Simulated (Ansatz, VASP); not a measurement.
**SiC in VASP and in Ansatz**

```
Si C
1.0
     3.09412    0.00000    0.00000
    -1.54706    2.67959    0.05024
     0.00000    0.18993   10.12934
Si C
4 4
Direct
  0.66667 0.33333 0.93784
  0.33333 0.66667 0.43784
  0.00000 0.00000 0.68790
  0.00000 0.00000 0.18790
  0.66667 0.33333 0.74981
  0.33333 0.66667 0.24981
  0.00000 0.00000 0.50045
  0.00000 0.00000 0.00045
```

Change from the starting cell: strain +0.0375 x Voigt [0, 0, 0, 1, 0, 0], atoms carried along.

Alike in both runs: task single point; functional PBE; k mesh 12 × 12 × 4; occupations gaussian, width 0.05 eV; no spin polarisation.

|  | VASP | Ansatz |
| --- | --- | --- |
| version | VASP 6.6.1 | Ansatz 0.2.0 |
| potentials or method | VASP PAW PBE potentials, release 64 (Si, C), cutoff 520 eV | scalar-relativistic, plane waves, PAW |
| valence electrons in the cell | 32 | 32 |

Ansatz gave:

| Quantity | Value |
| --- | --- |
| gap on the k mesh at the Fermi level (eV) | 2.05 |
| least direct gap on the mesh (eV) | 3.27 |
| pressure (GPa) | 0.1 |
| traceless stress, the component that is largest in VASP (GPa) | -6.28 |
| rms of the force components (eV/Å) | 0.109 |

**Question.** Estimate VASP's values.

**Answer.** gap on the k mesh at the Fermi level (eV): 2.05; least direct gap on the mesh (eV): 3.27; pressure (GPa): 0.1; traceless stress, the component that is largest in VASP (GPa): -6.30; rms of the force components (eV/Å): 0.108.

Atom by atom the forces differ by 0.001 eV/Å (rms over components). With one functional, cell and mesh, what is left measures potentials, basis and numerics.
